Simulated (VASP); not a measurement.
A run of VASP 6.6.1:

INCAR

```
ALGO     = Normal         # electronic algorithm
EDIFF    = 1E-6           # SCF threshold, eV
ENCUT    = 520            # plane-wave cutoff, eV
GGA      = PS             # functional
ISIF     = 2              # what is computed and relaxed
ISMEAR   = 0              # smearing method
LASPH    = T              # aspherical terms in the spheres
LCHARG   = T              # write CHGCAR
LELF     = T              # ELF
LREAL    = F              # projectors in reciprocal space
LVHAR    = T            
LWAVE    = F              # write WAVECAR
NBANDS   = 16             # bands
NELM     = 100            # most SCF steps
PREC     = Accurate       # precision mode
SIGMA    = 0.15           # smearing width, eV
```

The input KPOINTS:

```
k-points
0
Gamma
  14 14 14
```

Contents of POSCAR:

```
InAs
1.0
    0.0000000000      2.8773040000      3.0067826800
    2.8773040000      0.0000000000      3.0067826800
    2.8773040000      2.8773040000      0.0000000000
In As
1 1
Direct
    0.5000000000      0.5000000000      0.5000000000
    0.0000000000      0.0000000000      0.0000000000
```

Potentials or basis: VASP PAW PBE potentials, release 64 (In_d, As).

Launch:

```console
$ cat potpaw_PBE.64/In_d/POTCAR potpaw_PBE.64/As/POTCAR > POTCAR
$ mpirun -np 1 vasp_std > vasp.out
```

Hardware: 1 thread of Intel Xeon 8259CL (shared host).

Problem. Estimate the wall time of this run.

Solution. Run time: 3.9 min on 1 thread of Intel Xeon 8259CL, with other jobs on the host, peak memory 0.34 GiB. Counts: scf iterations 12, k points 244.
